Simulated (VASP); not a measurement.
# Sn2C3 (P-3m1) in VASP: notebook, part 2 of 3

VASP 6.6.1.

## Step 3: Single point, PBE

This run uses another cell than the first one, of 22.42 Å³/atom.

File INCAR:

```
SYSTEM = Sn2C3
PREC = Accurate ; ENCUT = 520
EDIFF = 1E-7 ; ISMEAR = 0
SIGMA = 0.2 ; LREAL = .False.
LASPH = .True. ; NELM = 80
ALGO = Normal ; ISIF = 2
LWAVE = .False. ; LCHARG = .True.
GGA = PE ; LELF = .True.
LVHAR = .True. ; NBANDS = 51
```

File KPOINTS:

```
Automatic mesh
0
Gamma
  6 6 2
  0 0 0
```

File POSCAR:

```
Sn2C3
1.0
    4.2400633607      0.0000000000      0.0000000000
   -2.1200316804      3.6720025841      0.0000000000
    0.0000000000      0.0000000000     14.4031025463
Sn C
4 6
Direct
    0.0000000000      0.0000000000      0.6986656674
    0.6666666667      0.3333333333      0.5681900808
    0.0000000000      0.0000000000      0.3013343326
    0.3333333333      0.6666666667      0.4318099192
    0.6666720231      0.0000000000      0.0000000000
    0.6666720231      0.6666720231      0.0000000000
    1.0000000000      0.6666720231      0.0000000000
    0.3333279769      0.3333279769      0.0000000000
    1.0000000000      0.3333279769      0.0000000000
    0.3333279769      0.0000000000      0.0000000000
```

Potentials or basis: VASP PAW PBE potentials, release 64 (Sn_d, C).

The run is started by

```bash
> cat potpaw_PBE.64/Sn_d/POTCAR potpaw_PBE.64/C/POTCAR > POTCAR
> mpirun -np 1 vasp_std > vasp.out
```

OUTCAR:

```text
SYSTEM = Sn2C3
   PREC = Accurate
   ENCUT = 520
   EDIFF = 1E-7
   ISMEAR = 0
   LREAL = .False.
   LASPH = .True.
   NELM = 80
   ISIF = 2
   GGA = PE

 ion  position               nearest neighbor table
   1  0.000  0.000  0.699-   2 3.09   2 3.09   2 3.09
   2  0.667  0.333  0.568-   1 3.09   1 3.09   1 3.09   4 3.14   4 3.14   4 3.14
   3  0.000  0.000  0.301-   4 3.09   4 3.09   4 3.09
   4  0.333  0.667  0.432-   3 3.09   3 3.09   3 3.09   2 3.14   2 3.14   2 3.14
   5  0.667  0.000  0.000-   9 1.41   6 1.41  10 1.41
   6  0.667  0.667  0.000-   7 1.41   5 1.41   8 1.41
   7  0.000  0.667  0.000-   6 1.41  10 1.41   9 1.41
   8  0.333  0.333  0.000-   9 1.41  10 1.41   6 1.41
   9  0.000  0.333  0.000-   8 1.41   5 1.41   7 1.41
  10  0.333  0.000  0.000-   7 1.41   8 1.41   5 1.41

  LATTYP: Found a hexagonal cell.
 ALAT       =     4.2400633607
 C/A-ratio  =     3.3969073858

  Lattice vectors:

 A1 = (   4.2400633607,   0.0000000000,   0.0000000000)
 A2 = (  -2.1200316804,   3.6720025841,   0.0000000000)
 A3 = (   0.0000000000,   0.0000000000,  14.4031025463)

Analysis of symmetry for initial positions (statically):
=====================================================================
 Subroutine PRICEL returns:
 Original cell was already a primitive cell.

 Routine SETGRP: Setting up the symmetry group for a
 hexagonal supercell.

 Subroutine GETGRP returns: Found 12 space group operations
 (whereof 12 operations were pure point group operations)
 out of a pool of 24 trial point group operations.

The static configuration has the point symmetry D_3d.

Analysis of symmetry for dynamics (positions and initial velocities):
[... 139 lines left out ...]
  Thomas-Fermi vector in A             =   2.297653
   LORBIT       =      0    0 simple, 1 ext, 2 COOP (PROOUT), +10 PAW based schemes
   GGA     = PE    functional components
   LHFCALC =     F    Hartree Fock is set to
   AEXX    =    0.0000 exact exchange contribution
   IVDW    =     0    specifies the selected vdW correction
   LEPSILON=     F    determine dielectric tensor
   LRPA    =     F    only Hartree local field effects (RPA)
 non-spin polarized calculation
 Gauss-broadening in eV      SIGMA  =   0.20
  energy-cutoff  :      520.00
  volume of cell :      224.25
 maximum number of plane-waves:      6096
 NGX is ok and might be reduce to    32
   NGX = 15   NGY = 15   NGZ = 53

 number of electron      80.0000007 magnetization

 Free energy of the ion-electron system (eV)
  ---------------------------------------------------
  ext. energy  EPLUGINS =         0.00000000
  ---------------------------------------------------
  free energy    TOTEN  =       -69.33853387 eV

  energy without entropy =      -69.28956777  energy(sigma->0) =      -69.31405082

 E-fermi :   3.6681     XC(G=0):  -8.4727

 val. band max:        3.4884575925   @ k =   0.0000   0.0000   0.5000
 cond. band min:       3.6808885667   @ k =   0.3333   0.3333   0.5000
 fundamental gap:      0.1924309742
 Fermi energy:         3.6681094686

 k-point     1 :       0.0000    0.0000    0.0000
  band No.  band energies     occupation
      1     -17.6919      2.00000
      2     -17.6919      2.00000
      3     -17.6238      2.00000
      4     -17.6238      2.00000
      5     -17.5847      2.00000
      6     -17.5847      2.00000
[... 745 lines left out ...]
     50       9.0039      0.00000
     51       9.7519      0.00000

------------------------ aborting loop because EDIFF is reached ----------------------------------------

  FORCE on cell =-STRESS in cart. coord.  units (eV):
  Direction    XX          YY          ZZ          XY          YZ          ZX
  --------------------------------------------------------------------------------------
  -------------------------------------------------------------------------------------
  Total        0.1164570      0.1164570     -0.2089639     -0.0000000      0.0000000      0.0000000
  in kB        0.8320411      0.8320411     -1.4929681     -0.0000000      0.0000000      0.0000000
  external PRESSURE =       0.0570381 kB  Pullay stress =       0.0000000 kB

 VOLUME and BASIS-vectors are now :
 -----------------------------------------------------------------------------
  energy-cutoff  :      520.00
  volume of cell :      224.25
      direct lattice vectors                 reciprocal lattice vectors
     4.240063361  0.000000000  0.000000000     0.235845532  0.136165482  0.000000000
    -2.120031680  3.672002584  0.000000000     0.000000000  0.272330963  0.000000000
     0.000000000  0.000000000 14.403102546     0.000000000  0.000000000  0.069429486

 POSITION                                       TOTAL-FORCE (eV/Angst)
 -----------------------------------------------------------------------------------
      0.00000      0.00000     10.06295         0.000000     -0.000000     -0.106322
      2.12003      1.22400      8.18370         0.000000     -0.000000      0.218543
      0.00000      0.00000      4.34015         0.000000     -0.000000      0.106322
     -0.00000      2.44800      6.21940         0.000000      0.000000     -0.218543
      2.82673      0.00000      0.00000         0.003627     -0.000000     -0.000000
      1.41337      2.44802      0.00000         0.001814      0.003141     -0.000000
     -1.41337      2.44802      0.00000        -0.001814      0.003141     -0.000000
      0.70667      1.22398      0.00000        -0.001814     -0.003141      0.000000
     -0.70667      1.22398      0.00000         0.001814     -0.003141      0.000000
      1.41333      0.00000      0.00000        -0.003627      0.000000     -0.000000
 -----------------------------------------------------------------------------------
    total drift:                                0.000000     -0.000000      0.000000

  FREE ENERGIE OF THE ION-ELECTRON SYSTEM (eV)
  ---------------------------------------------------
  free  energy   TOTEN  =       -69.3385338696 eV

  energy  without entropy=      -69.2895677718  energy(sigma->0) =      -69.31405082
```

OSZICAR:

```text
N       E                     dE             d eps       ncg     rms          rms(c)
DAV:   1     0.915566060875E+03    0.91557E+03   -0.37191E+04  1561   0.198E+03
DAV:   2     0.901980649531E+02   -0.82537E+03   -0.79288E+03  1508   0.585E+02
DAV:   3    -0.639203312522E+02   -0.15412E+03   -0.14975E+03  1710   0.215E+02
DAV:   4    -0.748840176615E+02   -0.10964E+02   -0.10602E+02  1701   0.597E+01
DAV:   5    -0.753306382262E+02   -0.44662E+00   -0.44396E+00  1941   0.116E+01    0.128E+01
DAV:   6    -0.705343012637E+02    0.47963E+01   -0.23075E+01  1653   0.857E+00    0.732E+00
DAV:   7    -0.696308831314E+02    0.90342E+00   -0.37644E+00  1921   0.100E+01    0.472E+00
DAV:   8    -0.693532204654E+02    0.27766E+00   -0.50329E-01  1706   0.430E+00    0.148E+00
DAV:   9    -0.693354481684E+02    0.17772E-01   -0.67370E-02  1927   0.228E+00    0.320E-01
DAV:  10    -0.693379321475E+02   -0.24840E-02   -0.20751E-02  1702   0.324E+00    0.111E-01
DAV:  11    -0.693379934904E+02   -0.61343E-04   -0.45701E-03  1698   0.767E-01    0.651E-02
DAV:  12    -0.693383831412E+02   -0.38965E-03   -0.17040E-03  1742   0.262E-01    0.416E-02
DAV:  13    -0.693385110471E+02   -0.12791E-03   -0.31011E-04  1545   0.204E-01    0.101E-02
DAV:  14    -0.693385307087E+02   -0.19662E-04   -0.37384E-05  1969   0.608E-02    0.564E-03
DAV:  15    -0.693385320554E+02   -0.13467E-05   -0.49814E-06  2034   0.120E-02    0.301E-03
DAV:  16    -0.693385338658E+02   -0.18104E-05   -0.22683E-06  1309   0.154E-02    0.961E-04
DAV:  17    -0.693385338696E+02   -0.37562E-08   -0.26934E-07  1487   0.599E-03
   1 F= -.69338534E+02 E0= -.69314051E+02  d E =-.489661E-01
```

stdout:

```text
POSCAR found type information on POSCAR SnC
 POSCAR found :  2 types and      10 ions
 scaLAPACK will be used
 LDA part: xc-table for (Slater+PW92), standard interpolation
 POSCAR, INCAR and KPOINTS ok, starting setup
 FFT: planning ... GRIDC
 FFT: planning ... GRID_SOFT
 FFT: planning ... GRID
 WAVECAR not read
 entering main loop
```

Run time: 2.5 min. Hardware: 1 thread of Intel Xeon Platinum 8488C (Sapphire Rapids), shared host; peak memory 0.37 GiB.

What came out:

```
Free energy            : -69.3385 eV
Pressure               : 0.0 GPa
Largest force          : 0.219 eV/Å
Band gap on the k mesh : zero (bands 40 and 41 overlap by 1.61 eV)
```

Forces on the atoms (eV/Å):
```
Sn   0.000  0.000 -0.106
Sn   0.000  0.000  0.219
Sn   0.000  0.000  0.106
Sn   0.000  0.000 -0.219
C    0.004  0.000  0.000
C    0.002  0.003  0.000
C   -0.002  0.003  0.000
C   -0.002 -0.003  0.000
C    0.002 -0.003  0.000
C   -0.004  0.000  0.000
```

Levels at points of the mesh, in eV from the Fermi level:
| k point | band 36 | band 37 | band 38 | band 39 | band 40 | band 41 | band 42 | band 43 | band 44 | band 45 |
| --- | --- | --- | --- | --- | --- | --- | --- | --- | --- | --- |
| (0.00, 0.00, 0.00) | 0.02 | 0.02 | 0.03 | 0.03 | 1.07 | 1.07 | 1.72 | 1.72 | 1.86 | 2.98 |
| (0.50, 0.00, 0.00) | -3.16 | -2.38 | -1.66 | -0.89 | -0.63 | 0.41 | 0.57 | 1.71 | 2.00 | 2.35 |
| (0.00, 0.00, 0.50) | 0.02 | 0.02 | 0.03 | 0.03 | 1.06 | 1.06 | 1.64 | 1.72 | 1.72 | 3.05 |
| (0.50, 0.00, 0.50) | -3.16 | -2.38 | -1.65 | -0.89 | -0.66 | 0.42 | 0.57 | 1.69 | 2.02 | 2.33 |

Caveat: spin-orbit coupling is left out, which moves the levels of the heavy elements.

[end of part 2 of 3]

The gap in the log of VASP goes by the Fermi energy; the results here count the filled bands.